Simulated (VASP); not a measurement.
A run of VASP 6.6.1 is set up as follows.

File INCAR:

```
  PREC = Accurate
  ENCUT = 500
  EDIFF = 1E-6
  ISMEAR = 0
  SIGMA = 0.01
  LREAL = F
  LASPH = T
  NELM = 120
  ALGO = Normal
  ISIF = 2
  LWAVE = F
  LCHARG = F
  GGA = PE
  NBANDS = 26
  GGA_COMPAT = F
```

KPOINTS

```
regular mesh
0
Gamma
  6 6 4
```

The input POSCAR:

```
AgI
1.0
    4.5902071407      0.0000000000      0.0000000000
   -2.2951035704      3.9752359925      0.0000000000
    0.0000000000      0.0000000000      7.5079915518
Ag I
2 2
Direct
    0.6666666667      0.3333333333      0.6276573194
    0.3333333333      0.6666666667      0.1276573194
    0.6666666667      0.3333333333      0.0023426806
    0.3333333333      0.6666666667      0.5023426806
```

Potentials or basis: VASP PAW PBE potentials, release 64 (Ag, I).

Run with:

```bash
$ cat potpaw_PBE.64/Ag/POTCAR potpaw_PBE.64/I/POTCAR > POTCAR
$ mpirun -np 1 vasp_std > vasp.out
```

Task: What does it give for the band gap on the k mesh?

Result: 1.37 eV.

Task: Predict the pressure.

Result: 1.8 GPa.

Forces on the atoms (eV/Å):
```
Ag   0.000  0.000  0.002
Ag   0.000  0.000  0.002
I    0.000  0.000 -0.002
I    0.000  0.000 -0.002
```

Caveat: spin-orbit coupling is left out, which moves the levels of the heavy elements. A hybrid or GW would open this gap; PBE tends to underestimate it.
